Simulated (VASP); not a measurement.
# CuH2 (P4_2/mcm) in VASP: notebook

Runs on CuH2. Level: PBE. Tasks: single point, relaxation of cell and atoms.

Program: VASP 6.6.1. These are calculated values, not measurements. Logs are shortened: lines on timing, memory, paths and dates and some standing lists are left out, and cuts for length are marked.

## 1. The cell of the first run

Symmetry: P4_2/mcm, No. 132, tetragonal system. The conventional cell has a = 3.265 Å, b = 3.265 Å, c = 4.836 Å, α = 90.00°, β = 90.00°, γ = 90.00°. Cu (site symmetry -42m) has 4 H at 1.64 Å within 2.2 Å. H (site symmetry m2m) has 2 Cu at 1.64 Å and 4 H at 2.23 to 2.39 Å within 2.4 Å.

The cell was built from a structure type or drawn by symmetry, and may not be a known phase.

## 2. Single point, PBE

The input, INCAR:

```
SYSTEM = CuH2
PREC = Accurate
ENCUT = 520
EDIFF = 1E-6
ISMEAR = 0
SIGMA = 0.1
LREAL = .False.
LASPH = .True.
NELM = 80
ALGO = Normal
ISIF = 2
LWAVE = .False.
LCHARG = .True.
GGA = PE
LELF = .True.
LVHAR = .True.
NBANDS = 22
```

The input, KPOINTS:

```
Automatic mesh
0
Gamma
  6 6 4
  0 0 0
```

The input, POSCAR:

```
CuH2
1.0
    3.2653474692      0.0000000000      0.0000000000
    0.0000000000      3.2653474692      0.0000000000
    0.0000000000      0.0000000000      4.8364076924
Cu H
2 4
Direct
    0.0000000000      0.0000000000      0.7500000000
    0.0000000000      0.0000000000      0.2500000000
    0.2413668882      0.2413668882      0.0000000000
    0.7586331118      0.7586331118      0.0000000000
    0.2413668882      0.7586331118      0.5000000000
    0.7586331118      0.2413668882      0.5000000000
```

Potentials or basis: VASP PAW PBE potentials, release 64 (Cu, H).

Run with:

```console
$ cat potpaw_PBE.64/Cu/POTCAR potpaw_PBE.64/H/POTCAR > POTCAR
$ mpirun -np 1 vasp_std > vasp.out
```

OUTCAR:

```text
SYSTEM = CuH2
   PREC = Accurate
   ENCUT = 520
   EDIFF = 1E-6
   ISMEAR = 0
   LREAL = .False.
   LASPH = .True.
   NELM = 80
   ISIF = 2
   GGA = PE

 ion  position               nearest neighbor table
   1  0.000  0.000  0.750-   3 1.64   4 1.64   5 1.64   6 1.64   2 2.42   2 2.42
   2  0.000  0.000  0.250-   3 1.64   4 1.64   5 1.64   6 1.64   1 2.42   1 2.42
   3  0.241  0.241  0.000-   1 1.64   2 1.64
   4  0.759  0.759  0.000-   1 1.64   2 1.64
   5  0.241  0.759  0.500-   1 1.64   2 1.64
   6  0.759  0.241  0.500-   1 1.64   2 1.64

  LATTYP: Found a simple tetragonal cell.
 ALAT       =     3.2653474692
 C/A-ratio  =     1.4811311011

  Lattice vectors:

 A1 = (   3.2653474692,   0.0000000000,   0.0000000000)
 A2 = (   0.0000000000,   3.2653474692,   0.0000000000)
 A3 = (   0.0000000000,   0.0000000000,   4.8364076924)

Analysis of symmetry for initial positions (statically):
=====================================================================
 Subroutine PRICEL returns:
 Original cell was already a primitive cell.

 Routine SETGRP: Setting up the symmetry group for a
 simple tetragonal supercell.

 Subroutine GETGRP returns: Found 16 space group operations
 (whereof  8 operations were pure point group operations)
 out of a pool of 16 trial point group operations.

The static configuration has the point symmetry D_2h.
 The point group associated with its full space group is D_4h.

Analysis of symmetry for dynamics (positions and initial velocities):
=====================================================================
 Subroutine PRICEL returns:
 Original cell was already a primitive cell.

 Routine SETGRP: Setting up the symmetry group for a
 simple tetragonal supercell.

 Subroutine GETGRP returns: Found 16 space group operations
 (whereof  8 operations were pure point group operations)
 out of a pool of 16 trial point group operations.

The dynamic configuration has the point symmetry D_2h.
 The point group associated with its full space group is D_4h.

 Subroutine INISYM returns: Found 16 space group operations
 (whereof  8 operations are pure point group operations),
 and found     1 'primitive' translations

----------------------------------------------------------------------------------------

                                     Primitive cell

  volume of cell :      51.5682

  direct lattice vectors                    reciprocal lattice vectors
     3.265347469  0.000000000  0.000000000     0.306246122  0.000000000  0.000000000
     0.000000000  3.265347469  0.000000000     0.000000000  0.306246122  0.000000000
     0.000000000  0.000000000  4.836407692     0.000000000  0.000000000  0.206765034

  length of vectors
     3.265347469  3.265347469  4.836407692     0.306246122  0.306246122  0.206765034

  position of ions in fractional coordinates (direct lattice)
     0.000000000  0.000000000  0.750000000
     0.000000000  0.000000000  0.250000000
     0.241366888  0.241366888  0.000000000
     0.758633112  0.758633112  0.000000000
     0.241366888  0.758633112  0.500000000
     0.758633112  0.241366888  0.500000000

  ion indices of the primitive-cell ions
   primitive index   ion index
                 1           1
                 2           2
                 3           3
                 4           4
                 5           5
                 6           6

----------------------------------------------------------------------------------------

 KPOINTS: Automatic mesh

Automatic generation of k-mesh.
 Grid dimensions read from file:
 generate k-points for:    6    6    4

 Generating k-lattice:

  Cartesian coordinates                     Fractional coordinates (reciprocal lattice)
     0.051041020  0.000000000  0.000000000     0.166666667  0.000000000  0.000000000
     0.000000000  0.051041020  0.000000000     0.000000000  0.166666667  0.000000000
     0.000000000  0.000000000  0.051691258     0.000000000  0.000000000  0.250000000

  Length of vectors
     0.051041020  0.051041020  0.051691258

  Shift w.r.t. Gamma in fractional coordinates (k-lattice)
     0.000000000  0.000000000  0.000000000

 Subroutine IBZKPT returns following result:
 ===========================================

 Found     30 irreducible k-points:

 Following reciprocal coordinates:
            Coordinates               Weight
  0.000000  0.000000  0.000000      1.000000
  0.166667  0.000000  0.000000      4.000000
  0.333333  0.000000  0.000000      4.000000
  0.500000  0.000000  0.000000      2.000000
  0.166667  0.166667  0.000000      4.000000
  0.333333  0.166667  0.000000      8.000000
[... 16 lines left out ...]
  0.333333  0.000000  0.500000      4.000000
  0.500000  0.000000  0.500000      2.000000
 [... further k-points ...]
   k-points           NKPTS =     30   k-points in BZ     NKDIM =     30   number of bands    NBANDS=     22
   number of dos      NEDOS =    301   number of ions     NIONS =      6
   total plane-waves  NPLWV =  20736
   dimension x,y,z NGX =    24 NGY =   24 NGZ =   36
   dimension x,y,z NGXF=    48 NGYF=   48 NGZF=   72
   ions per type =               2   4
   NGX,Y,Z   is equivalent  to a cutoff of  12.22, 12.22, 12.37 a.u.
   NGXF,Y,Z  is equivalent  to a cutoff of  24.44, 24.44, 24.75 a.u.
 SYSTEM =  CuH2
   PREC   = accura    normal or accurate (medium, high low for compatibility)
   ISTART =      0    job   : 0-new  1-cont  2-samecut
   ICHARG =      2    charge: 1-file 2-atom 10-const
   ISPIN  =      1    spin polarized calculation?
   LNONCOLLINEAR =      F non collinear calculations
   LSORBIT =      F    spin-orbit coupling
   LASPH  =      T    aspherical Exc in radial PAW
   ENCUT  =  520.0 eV  38.22 Ry    6.18 a.u.   6.07  6.07  8.99*2*pi/ulx,y,z
   NELM   =     80;   NELMIN=  2; NELMDL= -5     # of ELM steps
   EDIFF  = 0.1E-05   stopping-criterion for ELM
   LREAL  =      F    real-space projection
   EDIFFG = 0.1E-04   stopping-criterion for IOM
   NSW    =      0    number of steps for IOM
   IBRION =     -1    ionic relax: 0-MD 1-quasi-New 2-CG
   NFREE  =      0    steps in history (QN), initial steepest desc. (CG)
   ISIF   =      2    stress and relaxation
   ISYM   =      2    0-nonsym 1-usesym 2-fastsym
   POTIM  = 0.5000    time-step for ionic-motion
   TEBEG  =    0.0;   TEEND  =   0.0 temperature during run
   PSTRESS=    0.0 pullay stress
   NELECT =      26.0000    total number of electrons
   NUPDOWN=      -1.0000    fix difference up-down
   EMIN   =  10.00;   EMAX   =-10.00  energy-range for DOS
   EFERMI =   0.00;   METHOD = LEGACY
   ISMEAR =     0;   SIGMA  =   0.10  broadening in eV -4-tet -1-fermi 0-gaus
   EFERMI_NEDOS =   21; number of points for ismear=-14 and -15
   IALGO  =     38    algorithm
   IMIX   =      4    mixing-type and parameters
     AMIX     =   0.40;   BMIX     =  1.00
     AMIX_MAG =   1.60;   BMIX_MAG =  1.00
  volume/ion in A,a.u.               =       8.59        58.00
  Fermi-wavevector in a.u.,A,eV,Ry     =   1.302983  2.462281 23.099487  1.697764
  Thomas-Fermi vector in A             =   2.434015
   LORBIT       =      0    0 simple, 1 ext, 2 COOP (PROOUT), +10 PAW based schemes
   GGA     = PE    functional components
   LHFCALC =     F    Hartree Fock is set to
   AEXX    =    0.0000 exact exchange contribution
   IVDW    =     0    specifies the selected vdW correction
   LEPSILON=     F    determine dielectric tensor
   LRPA    =     F    only Hartree local field effects (RPA)
 non-spin polarized calculation
 Gauss-broadening in eV      SIGMA  =   0.10
  energy-cutoff  :      520.00
  volume of cell :       51.57
 maximum number of plane-waves:      1400
   NGX = 13   NGY = 13   NGZ = 17

 number of electron      25.9999958 magnetization

 Free energy of the ion-electron system (eV)
  ---------------------------------------------------
  ext. energy  EPLUGINS =         0.00000000
  ---------------------------------------------------
  free energy    TOTEN  =       -18.23167394 eV

  energy without entropy =      -18.22427110  energy(sigma->0) =      -18.22797252

 E-fermi :   2.4018     XC(G=0):  -9.9316

 val. band max:        2.3813659287   @ k =   0.3333   0.1667   0.5000
 cond. band min:       2.5647945504   @ k =   0.3333   0.1667   0.5000
 fundamental gap:      0.1834286217
 Fermi energy:         2.4017755973

 k-point     1 :       0.0000    0.0000    0.0000
  band No.  band energies     occupation
      1      -7.1324      2.00000
      2      -3.2208      2.00000
      3      -2.3138      2.00000
      4      -2.3138      2.00000
      5      -1.7847      2.00000
      6      -1.0183      2.00000
[... 14 lines left out ...]
     21      15.3778      0.00000
     22      15.3778      0.00000

 k-point     2 :       0.1667    0.0000    0.0000
  band No.  band energies     occupation
      1      -6.8163      2.00000
      2      -3.2392      2.00000
      3      -2.4536      2.00000
      4      -2.2413      2.00000
      5      -1.6907      2.00000
      6      -0.9646      2.00000
[... 14 lines left out ...]
     21      15.7947      0.00000
     22      15.9853      0.00000

 k-point     3 :       0.3333    0.0000    0.0000
  band No.  band energies     occupation
      1      -5.9657      2.00000
      2      -3.2716      2.00000
      3      -2.9066      2.00000
      4      -2.1299      2.00000
      5      -1.4944      2.00000
      6      -0.8346      2.00000
[... 14 lines left out ...]
     21      14.8895      0.00000
     22      16.8915      0.00000
[... 476 lines left out ...]
 k-point    23 :       0.3333    0.0000    0.5000
  band No.  band energies     occupation
      1      -4.5792      2.00000
      2      -4.5792      2.00000
      3      -2.6416      2.00000
      4      -2.6416      2.00000
      5      -0.9538      2.00000
      6      -0.9538      2.00000
[... 14 lines left out ...]
     21      16.1312      0.00000
     22      16.1312      0.00000

 k-point    24 :       0.5000    0.0000    0.5000
  band No.  band energies     occupation
      1      -3.7872      2.00000
      2      -3.7872      2.00000
      3      -3.2556      2.00000
      4      -3.2556      2.00000
      5      -0.9087      2.00000
      6      -0.9087      2.00000
[... 14 lines left out ...]
     21      15.2500      0.00000
     22      15.2500      0.00000

 [... further k-points ...]

------------------------ aborting loop because EDIFF is reached ----------------------------------------

  FORCE on cell =-STRESS in cart. coord.  units (eV):
  Direction    XX          YY          ZZ          XY          YZ          ZX
  --------------------------------------------------------------------------------------
  -------------------------------------------------------------------------------------
  Total       -0.0630316     -0.0630316      0.1764442     -0.0000000      0.0000000      0.0000000
  in kB       -1.9583375     -1.9583375      5.4819642     -0.0000000      0.0000000      0.0000000
  external PRESSURE =       0.5217630 kB  Pullay stress =       0.0000000 kB

 VOLUME and BASIS-vectors are now :
 -----------------------------------------------------------------------------
  energy-cutoff  :      520.00
  volume of cell :       51.57
      direct lattice vectors                 reciprocal lattice vectors
     3.265347469  0.000000000  0.000000000     0.306246122  0.000000000  0.000000000
     0.000000000  3.265347469  0.000000000     0.000000000  0.306246122  0.000000000
     0.000000000  0.000000000  4.836407692     0.000000000  0.000000000  0.206765034

 POSITION                                       TOTAL-FORCE (eV/Angst)
 -----------------------------------------------------------------------------------
      0.00000      0.00000      3.62731         0.000000      0.000000     -0.000000
      0.00000      0.00000      1.20910         0.000000      0.000000     -0.000000
      0.78815      0.78815      0.00000        -0.001241     -0.001241      0.000000
      2.47720      2.47720      0.00000         0.001241      0.001241     -0.000000
      0.78815      2.47720      2.41820        -0.001241      0.001241     -0.000000
      2.47720      0.78815      2.41820         0.001241     -0.001241      0.000000
 -----------------------------------------------------------------------------------
    total drift:                                0.000000     -0.000000      0.000000

  FREE ENERGIE OF THE ION-ELECTRON SYSTEM (eV)
  ---------------------------------------------------
  free  energy   TOTEN  =       -18.2316739354 eV

  energy  without entropy=      -18.2242711035  energy(sigma->0) =      -18.22797252
```

It took 20 s on 1 thread of Intel Xeon Platinum 8488C (Sapphire Rapids), shared host; peak memory 0.16 GiB.

Results:

```
Free energy            : -18.2317 eV
Pressure               : 0.1 GPa
Band gap on the k mesh : zero (bands 13 and 14 overlap by 3.09 eV)
```

Levels at points of the mesh, in eV from the Fermi level:
| k point | band 9 | band 10 | band 11 | band 12 | band 13 | band 14 | band 15 | band 16 | band 17 | band 18 |
| --- | --- | --- | --- | --- | --- | --- | --- | --- | --- | --- |
| (0.00, 0.00, 0.00) | -2.66 | -2.57 | -2.57 | -2.55 | 1.37 | 1.37 | 1.62 | 9.81 | 9.82 | 12.37 |
| (0.50, 0.00, 0.00) | -2.64 | -2.57 | -2.51 | -2.29 | -2.01 | 1.16 | 4.32 | 4.43 | 8.26 | 10.72 |
| (0.50, 0.50, 0.00) | -2.47 | -2.19 | -2.12 | -1.79 | -1.79 | -0.99 | 4.17 | 5.93 | 6.46 | 6.46 |
| (0.00, 0.00, 0.50) | -3.13 | -3.13 | -2.75 | -2.75 | 2.03 | 2.03 | 6.85 | 6.85 | 9.32 | 9.32 |
| (0.50, 0.00, 0.50) | -2.94 | -2.94 | -2.29 | -2.29 | -1.06 | -1.06 | 7.23 | 7.23 | 8.55 | 8.55 |
| (0.50, 0.50, 0.50) | -2.54 | -2.54 | -1.56 | -1.56 | -0.25 | -0.25 | 2.70 | 2.70 | 4.27 | 4.27 |

## 3. Relaxation of cell and atoms, PBE

This run uses another cell than the first one, of 9.10 Å³/atom.

The input, INCAR:

```
PREC = Accurate
ENCUT = 600
EDIFF = 1E-6
ISMEAR = 0
SIGMA = 0.1
LREAL = False
LASPH = True
NELM = 60
ALGO = Normal
ISIF = 3
LWAVE = False
LCHARG = False
GGA = PE
IBRION = 2
NSW = 90
EDIFFG = -0.04
```

The input, KPOINTS:

```
Automatic mesh
0
Gamma
  6 6 4
```

The input, POSCAR:

```
CuH2
1.0
    3.7333310400      0.0000000000      0.0000000000
    0.0000000000      3.7333310400      0.0000000000
    0.0000000000      0.0000000000      3.9188415000
Cu H
2 4
Direct
    0.0000000000      0.0000000000      0.7500000000
    0.0000000000      0.0000000000      0.2500000000
    0.2225188300      0.2225188300      0.0000000000
    0.7774811700      0.7774811700      0.0000000000
    0.2225188300      0.7774811700      0.5000000000
    0.7774811700      0.2225188300      0.5000000000
```

Potentials or basis: VASP PAW PBE potentials, release 64 (Cu, H).

Run with:

```console
$ cat potpaw_PBE.64/Cu/POTCAR potpaw_PBE.64/H/POTCAR > POTCAR
$ mpirun -np 1 vasp_std > vasp.out
```

Run time: 6.2 min. Hardware: 1 thread of Intel Xeon Platinum 8488C (Sapphire Rapids), shared host; peak memory 0.19 GiB.

The run converged. Its results:

| Quantity | Value |
| --- | --- |
| Free energy | -18.2240 eV |
| Relaxed volume | 8.70 Å³/atom |
| Relaxed cell | a = 3.282 Å, b = 3.282 Å, c = 4.845 Å, α = 90.00°, β = 90.00°, γ = 90.00° |
| Space group after relaxing (to 0.1 Å) | P4_2/mcm (No. 132) |
| Energy gained by relaxing | 472.8 meV/atom |
| Ionic steps | 19 |
| Pressure after relaxing | -0.3 GPa |
| Largest force after relaxing | 0.003 eV/Å |
| Band gap on the k mesh | zero (bands 13 and 14 overlap by 3.03 eV) |

Forces in eV/Å, atoms in the order of the input:
```
Cu   0.000  0.000  0.000
Cu   0.000  0.000  0.000
H    0.002  0.002  0.000
H   -0.002 -0.002  0.000
H    0.002 -0.002  0.000
H   -0.002  0.002  0.000
```

Stress tensor (GPa, compression positive):
```
-0.32  0.00  0.00
 0.00 -0.32  0.00
 0.00  0.00 -0.22
```

The path:
```csv
step,energy change (eV),largest force (eV/Å),pressure (GPa),volume (Å³)
1,0.0000,0.9907,35.43,54.62
2,-2.3039,0.8768,-8.34,71.06
3,-2.4592,0.5625,-2.47,66.13
4,-2.4629,0.6283,-3.75,66.99
5,-2.4634,0.6095,-3.38,66.73
6,-2.6114,0.3203,-2.40,64.89
7,-2.7125,0.2025,-0.30,61.78
8,-2.7128,0.2323,-0.11,61.61
9,-2.7305,0.1592,-1.29,61.27
10,-2.7409,0.0570,-2.85,60.75
11,-2.7509,0.0585,-2.86,60.08
12,-2.7781,0.0638,-2.58,58.11
13,-2.8139,0.0764,-1.84,54.26
14,-2.7515,0.1326,1.96,46.94
15,-2.8168,0.1111,-1.16,52.68
16,-2.8299,0.1342,0.30,52.10
17,-2.8317,0.1452,0.80,51.83
18,-2.8364,0.0583,0.15,52.05
19,-2.8371,0.0034,-0.29,52.19
```

Final structure:
```yaml
crystal:
  lattice:
    - [3.28210, 0.00000, 0.00000]
    - [0.00000, 3.28210, 0.00000]
    - [0.00000, 0.00000, 4.84489]
  atoms:
    - { symbol: Cu, position: [0.00000, 0.00000, 0.75000] }
    - { symbol: Cu, position: [0.00000, 0.00000, 0.25000] }
    - { symbol: H, position: [0.23971, 0.23971, 0.00000] }
    - { symbol: H, position: [0.76029, 0.76029, 0.00000] }
    - { symbol: H, position: [0.23971, 0.76029, 0.50000] }
    - { symbol: H, position: [0.76029, 0.23971, 0.50000] }
```

Levels at points of the mesh, in eV from the Fermi level:
```tsv
k point	band 10	band 11	band 12	band 13	band 14	band 15	band 16	band 17
(0.00, 0.00, 0.00)	-2.57	-2.57	-2.54	1.33	1.33	1.63	9.72	9.75
(0.50, 0.00, 0.00)	-2.57	-2.52	-2.30	-2.02	1.15	4.35	4.40	8.19
(0.50, 0.50, 0.00)	-2.20	-2.14	-1.77	-1.77	-1.02	4.18	5.99	6.44
(0.00, 0.00, 0.50)	-3.13	-2.75	-2.75	2.00	2.00	6.85	6.85	9.24
(0.50, 0.00, 0.50)	-2.93	-2.30	-2.30	-1.03	-1.03	7.16	7.16	8.51
(0.50, 0.50, 0.50)	-2.54	-1.59	-1.59	-0.25	-0.25	2.71	2.71	4.30
```

Caveat: the k points lie up to 0.32 Å⁻¹ apart in the final cell, too coarse for converged energies and pressures of a metal; a cell axis changed by over 15 % at a fixed basis, so the end point is rough.
